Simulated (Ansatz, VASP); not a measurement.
One calculation of Si2W, two programs

The input INCAR:

```
ALGO = Normal ; EDIFF = 1E-7
ENCUT = 520 ; GGA = PS
ISIF = 2 ; ISMEAR = 0
LASPH = True ; LCHARG = True
LELF = True ; LREAL = False
LVHAR = True ; LWAVE = False
NBANDS = 43 ; NELM = 100
PREC = Accurate ; SIGMA = 0.15
```

The input KPOINTS:

```
k-points
0
Gamma
  12 12 6
```

File POSCAR:

```
Si2W
1.0
    4.5760866017      0.0000000000      0.0000000000
   -2.2880433009      3.9630072470      0.0000000000
    0.0000000000      0.0000000000      6.6033074698
Si W
6 3
Direct
    0.8361793875      0.6723587749      0.5000000000
    0.1638206125      0.8361793875      0.8333333333
    0.6723587749      0.8361793875      0.1666666667
    0.1638206125      0.3276412251      0.5000000000
    0.8361793875      0.1638206125      0.8333333333
    0.3276412251      0.1638206125      0.1666666667
    0.0000000000      0.5000000000      0.1666666667
    0.5000000000      0.5000000000      0.8333333333
    0.5000000000      0.0000000000      0.5000000000
```

Input for Ansatz:

```yaml
crystal:
  lattice:
    - [4.5760866017, 0.0, 0.0]
    - [-2.2880433009, 3.963007247, 0.0]
    - [0.0, 0.0, 6.6033074698]
  atoms:
    - { symbol: Si, position: [0.8361793875, 0.6723587749, 0.5] }
    - { symbol: Si, position: [0.1638206125, 0.8361793875, 0.8333333333] }
    - { symbol: Si, position: [0.6723587749, 0.8361793875, 0.1666666667] }
    - { symbol: Si, position: [0.1638206125, 0.3276412251, 0.5] }
    - { symbol: Si, position: [0.8361793875, 0.1638206125, 0.8333333333] }
    - { symbol: Si, position: [0.3276412251, 0.1638206125, 0.1666666667] }
    - { symbol: W, position: [0.0, 0.5, 0.1666666667] }
    - { symbol: W, position: [0.5, 0.5, 0.8333333333] }
    - { symbol: W, position: [0.5, 0.0, 0.5] }
basis:
  ecutwfc: 420
kpoints:
  mp_grid: { grid: [12, 12, 6] }
hamiltonian:
  xc: pbesol
scf:
  occupations: { method: gaussian, width: 0.15 }
output:
  forces: true
  stress: true
  eigenvalues: true
```

Alike in both runs: task single point; functional PBEsol; k mesh 12 × 12 × 6; occupations gaussian, width 0.15 eV; no spin polarisation.

|  | VASP | Ansatz |
| --- | --- | --- |
| version | VASP 6.6.1 | Ansatz 0.2.0 |
| potentials or method | VASP PAW PBE potentials, release 64 (Si, W_sv), cutoff 520 eV | scalar-relativistic, plane waves, PAW |
| valence electrons in the cell | 66 | 66 |

Ansatz gave:

```
gap on the k mesh at the Fermi level (eV) : none
pressure (GPa)                            : 0.0
```

Q: What did VASP give for the same quantities?

A: gap on the k mesh at the Fermi level (eV): none; pressure (GPa): 0.3.

VASP's potentials were made for PBE, not for PBEsol. A gap of «none» marks a metal or a gap that the smearing closes.

Spin-orbit coupling is off throughout.
